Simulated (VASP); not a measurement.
# AlRu in VASP: further runs

The runs below take AlRu through single point, with PBE.

All numbers are computed with VASP 6.6.1; they aren't measurements. Logs are shortened: lines on timing, memory, paths and dates and some standing lists are left out, and cuts for length are marked.

## (1) The cell of the first run

The structure is tetragonal, space group P4/mmm (No. 123). The conventional cell has a = 3.004 Å, b = 3.004 Å, c = 6.008 Å, α = 90.00°, β = 90.00°, γ = 90.00°. Al (site symmetry 4mm) has 8 Ru at 2.58 to 2.62 Å and 6 Al at 2.94 to 3.06 Å within 3.4 Å. Within 3.5 Å of Ru (site symmetry 4/mmm) lie 8 Al at 2.62 Å and 6 Ru at 3.00 Å. Within 3.4 Å of Ru (site symmetry 4/mmm) lie 8 Al at 2.58 Å and 6 Ru at 3.00 Å.

## (2) Single point, PBE (atoms displaced along a vibrational mode)

INCAR reads:

```
SYSTEM = AlRu
  ALGO = Fast
  EDIFF = 1E-6
  ENCUT = 520
  GGA = PE
  ISIF = 2
  ISMEAR = 0
  LASPH = .True.
  LCHARG = .True.
  LELF = .True.
  LREAL = .False.
  LVHAR = .True.
  LWAVE = .False.
  NBANDS = 25
  NELM = 100
  PREC = Accurate
  SIGMA = 0.15
```

KPOINTS reads:

```
k-points
0
Gamma
  14 14 8
  0 0 0
```

POSCAR reads:

```
AlRu
1.0
    3.0038895946      0.0000000000      0.0000000000
    0.0000000000      3.0038895946      0.0000000000
    0.0000000000      0.0000000000      6.0077791893
Al Ru
2 2
Direct
    0.0000000000      0.0000000000     -0.0049935257
    0.0000000000      0.0000000000      0.5049935257
    0.5000000000      0.5000000000      0.2500000000
    0.5000000000      0.5000000000      0.7500000000
```

Potentials or basis: VASP PAW PBE potentials, release 64 (Al, Ru_pv).

On the command line:

```bash
cat potpaw_PBE.64/Al/POTCAR potpaw_PBE.64/Ru_pv/POTCAR > POTCAR
mpirun -np 1 vasp_std > vasp.out
```

OUTCAR:

```text
SYSTEM = AlRu
   EDIFF = 1E-6
   ENCUT = 520
   GGA = PE
   ISIF = 2
   ISMEAR = 0
   LASPH = .True.
   LREAL = .False.
   NELM = 100
   PREC = Accurate

 ion  position               nearest neighbor table
   1  0.000  0.000  0.995-   4 2.58   4 2.58   4 2.58   4 2.58   3 2.62   3 2.62   3 2.62   3 2.62
                             2 2.94   2 3.06
   2  0.000  0.000  0.505-   4 2.58   4 2.58   4 2.58   4 2.58   3 2.62   3 2.62   3 2.62   3 2.62
                             1 2.94   1 3.06
   3  0.500  0.500  0.250-   1 2.62   2 2.62   1 2.62   2 2.62   1 2.62   2 2.62   1 2.62   2 2.62
                             4 3.00   4 3.00
   4  0.500  0.500  0.750-   1 2.58   2 2.58   1 2.58   2 2.58   1 2.58   2 2.58   1 2.58   2 2.58
                             3 3.00   3 3.00

  LATTYP: Found a simple tetragonal cell.
 ALAT       =     3.0038895946
 C/A-ratio  =     2.0000000000

  Lattice vectors:

 A1 = (   3.0038895946,   0.0000000000,   0.0000000000)
 A2 = (   0.0000000000,   3.0038895946,   0.0000000000)
 A3 = (   0.0000000000,   0.0000000000,   6.0077791893)

Analysis of symmetry for initial positions (statically):
=====================================================================
 Subroutine PRICEL returns:
 Original cell was already a primitive cell.

 Routine SETGRP: Setting up the symmetry group for a
 simple tetragonal supercell.

 Subroutine GETGRP returns: Found 16 space group operations
 (whereof  8 operations were pure point group operations)
 out of a pool of 16 trial point group operations.

The static configuration has the point symmetry C_4v.
 The point group associated with its full space group is D_4h.

Analysis of symmetry for dynamics (positions and initial velocities):
=====================================================================
 Subroutine PRICEL returns:
 Original cell was already a primitive cell.

 Routine SETGRP: Setting up the symmetry group for a
 simple tetragonal supercell.

 Subroutine GETGRP returns: Found 16 space group operations
 (whereof  8 operations were pure point group operations)
 out of a pool of 16 trial point group operations.

The dynamic configuration has the point symmetry C_4v.
 The point group associated with its full space group is D_4h.

 Subroutine INISYM returns: Found 16 space group operations
 (whereof  8 operations are pure point group operations),
 and found     1 'primitive' translations

----------------------------------------------------------------------------------------
[... 98 lines left out ...]
   LREAL  =      F    real-space projection
   EDIFFG = 0.1E-04   stopping-criterion for IOM
   NSW    =      0    number of steps for IOM
   IBRION =     -1    ionic relax: 0-MD 1-quasi-New 2-CG
   NFREE  =      0    steps in history (QN), initial steepest desc. (CG)
   ISIF   =      2    stress and relaxation
   ISYM   =      2    0-nonsym 1-usesym 2-fastsym
   POTIM  = 0.5000    time-step for ionic-motion
   TEBEG  =    0.0;   TEEND  =   0.0 temperature during run
   PSTRESS=    0.0 pullay stress
   NELECT =      34.0000    total number of electrons
   NUPDOWN=      -1.0000    fix difference up-down
   EMIN   =  10.00;   EMAX   =-10.00  energy-range for DOS
   EFERMI =   0.00;   METHOD = LEGACY
   ISMEAR =     0;   SIGMA  =   0.15  broadening in eV -4-tet -1-fermi 0-gaus
   EFERMI_NEDOS =   21; number of points for ismear=-14 and -15
   IALGO  =     68    algorithm
   IMIX   =      4    mixing-type and parameters
     AMIX     =   0.40;   BMIX     =  1.00
     AMIX_MAG =   1.60;   BMIX_MAG =  1.00
  volume/ion in A,a.u.               =      13.55        91.46
  Fermi-wavevector in a.u.,A,eV,Ry     =   1.401330  2.648130 26.718122  1.963727
  Thomas-Fermi vector in A             =   2.524202
   LORBIT       =      0    0 simple, 1 ext, 2 COOP (PROOUT), +10 PAW based schemes
   GGA     = PE    functional components
   LHFCALC =     F    Hartree Fock is set to
   AEXX    =    0.0000 exact exchange contribution
   IVDW    =     0    specifies the selected vdW correction
   LEPSILON=     F    determine dielectric tensor
   LRPA    =     F    only Hartree local field effects (RPA)
 non-spin polarized calculation
 RMM-DIIS sequential band-by-band and
 Gauss-broadening in eV      SIGMA  =   0.15
  energy-cutoff  :      520.00
  volume of cell :       54.21
 maximum number of plane-waves:      1486
 NGX is ok and might be reduce to    24
   NGX = 11   NGY = 11   NGZ = 23

 number of electron      33.9999992 magnetization

 Free energy of the ion-electron system (eV)
  ---------------------------------------------------
  ext. energy  EPLUGINS =         0.00000000
  ---------------------------------------------------
  free energy    TOTEN  =       -28.52074964 eV

  energy without entropy =      -28.47943731  energy(sigma->0) =      -28.50009348

 E-fermi :  10.5520     XC(G=0): -12.5027

 val. band max:       10.5503390756   @ k =   0.0714   0.0714   0.3750
 cond. band min:      10.5530853853   @ k =   0.3571   0.1429   0.0000
 fundamental gap:      0.0027463096
 Fermi energy:        10.5520441393

 k-point     1 :       0.0000    0.0000    0.0000
  band No.  band energies     occupation
      1     -31.4206      2.00000
      2     -31.2212      2.00000
      3     -31.2179      2.00000
      4     -31.2179      2.00000
      5     -31.1985      2.00000
      6     -31.1985      2.00000
[... 661 lines left out ...]
     24      19.1129      0.00000
     25      19.4027      0.00000

 [... further k-points ...]

------------------------ aborting loop because EDIFF is reached ----------------------------------------

  FORCE on cell =-STRESS in cart. coord.  units (eV):
  Direction    XX          YY          ZZ          XY          YZ          ZX
  --------------------------------------------------------------------------------------
  -------------------------------------------------------------------------------------
  Total        0.0836210      0.0836210      0.0326884      0.0000000      0.0000000      0.0000000
  in kB        2.4714048      2.4714048      0.9661013      0.0000000      0.0000000      0.0000000
  external PRESSURE =       1.9696370 kB  Pullay stress =       0.0000000 kB

 VOLUME and BASIS-vectors are now :
 -----------------------------------------------------------------------------
  energy-cutoff  :      520.00
  volume of cell :       54.21
      direct lattice vectors                 reciprocal lattice vectors
     3.003889595  0.000000000  0.000000000     0.332901716  0.000000000  0.000000000
     0.000000000  3.003889595  0.000000000     0.000000000  0.332901716  0.000000000
     0.000000000  0.000000000  6.007779189     0.000000000  0.000000000  0.166450858

 POSITION                                       TOTAL-FORCE (eV/Angst)
 -----------------------------------------------------------------------------------
      0.00000      0.00000      5.97778        -0.000000      0.000000      0.321677
      0.00000      0.00000      3.03389         0.000000      0.000000     -0.321677
      1.50194      1.50194      1.50194        -0.000000      0.000000      0.000000
      1.50194      1.50194      4.50583        -0.000000     -0.000000      0.000000
 -----------------------------------------------------------------------------------
    total drift:                                0.000000     -0.000000     -0.000000

  FREE ENERGIE OF THE ION-ELECTRON SYSTEM (eV)
  ---------------------------------------------------
  free  energy   TOTEN  =       -28.5207496446 eV

  energy  without entropy=      -28.4794373119  energy(sigma->0) =      -28.50009348
```

Wall time 86 s (1 thread of AMD EPYC 9R45 (Zen 5), shared host); peak memory 0.29 GiB.

What came out:

| Property | Result |
| --- | --- |
| Free energy | -28.5207 eV |
| Pressure | 0.2 GPa |
| Largest force | 0.322 eV/Å |
| Band gap on the k mesh | zero (bands 17 and 18 overlap by 2.86 eV) |

Forces in eV/Å, atoms in the order of the input:
```
Al   0.000  0.000  0.322
Al   0.000  0.000 -0.322
Ru   0.000  0.000  0.000
Ru   0.000  0.000  0.000
```

Levels at points of the mesh, in eV from the Fermi level:
```tsv
k point	band 14	band 15	band 16	band 17	band 18	band 19	band 20	band 21
(0.00, 0.00, 0.00)	-1.59	0.16	0.17	0.17	0.42	2.24	6.01	6.01
(0.50, 0.00, 0.00)	-1.37	-1.36	-1.15	-1.13	0.41	1.50	2.24	5.23
(0.50, 0.50, 0.00)	-1.15	-1.15	1.50	1.59	1.59	2.49	4.10	4.10
(0.00, 0.00, 0.50)	-0.88	-0.81	-0.81	0.24	0.34	3.03	3.07	7.82
(0.50, 0.00, 0.50)	-1.52	-1.46	-1.29	-0.50	-0.42	2.07	2.11	7.10
(0.50, 0.50, 0.50)	-1.33	1.53	1.56	1.76	1.76	1.97	1.97	4.40
```

Caveat: the cell differs from its parent crystal (atoms displaced along a vibrational mode).

## (3) Single point, PBE

INCAR reads:

```
SYSTEM = AlRu
PREC = Accurate
ENCUT = 520
EDIFF = 1E-7
ISMEAR = 0
SIGMA = 0.15
LREAL = .FALSE.
LASPH = .TRUE.
NELM = 60
ALGO = Normal
ISIF = 2
LWAVE = .FALSE.
LCHARG = .FALSE.
GGA = PE
NBANDS = 25
```

KPOINTS reads:

```
regular mesh
0
G
  14 14 8
  0 0 0
```

POSCAR: that of step 2 with these lines changed.

```diff
@@ -8,4 +8,4 @@
 Direct
-    0.0000000000      0.0000000000     -0.0049935257
-    0.0000000000      0.0000000000      0.5049935257
+    0.0000000000      0.0000000000      0.0000000000
+    0.0000000000      0.0000000000      0.5000000000
     0.5000000000      0.5000000000      0.2500000000
```

Potentials or basis: VASP PAW PBE potentials, release 64 (Al, Ru_pv).

On the command line:

```bash
cat potpaw_PBE.64/Al/POTCAR potpaw_PBE.64/Ru_pv/POTCAR > POTCAR
mpirun -np 1 vasp_std > vasp.out
```

It took 76 s on 1 thread of AMD EPYC 9R45 (Zen 5), shared host; peak memory 0.29 GiB.

Results (log left out):

- Free energy: -28.5304 eV
- Pressure: 0.0 GPa
- Band gap on the k mesh: zero (bands 17 and 18 overlap by 3.01 eV)

Levels at points of the mesh, in eV from the Fermi level:
```csv
k point,band 13,band 14,band 15,band 16,band 17,band 18,band 19,band 20,band 21,band 22
"(0.00, 0.00, 0.00)",-1.58,-1.58,0.17,0.17,0.17,0.42,2.24,6.01,6.01,6.01
"(0.50, 0.00, 0.00)",-1.58,-1.37,-1.36,-1.15,-1.15,0.41,1.50,2.24,5.23,6.10
"(0.50, 0.50, 0.00)",-1.36,-1.15,-1.15,1.50,1.59,1.59,2.49,4.10,4.10,4.10
"(0.00, 0.00, 0.50)",-0.84,-0.84,-0.84,-0.84,0.29,0.29,3.05,3.05,7.94,7.94
"(0.50, 0.00, 0.50)",-1.60,-1.60,-1.37,-1.37,-0.46,-0.46,2.09,2.09,7.24,7.24
"(0.50, 0.50, 0.50)",-1.34,-1.34,1.55,1.55,1.87,1.87,1.87,1.87,4.43,4.43
```
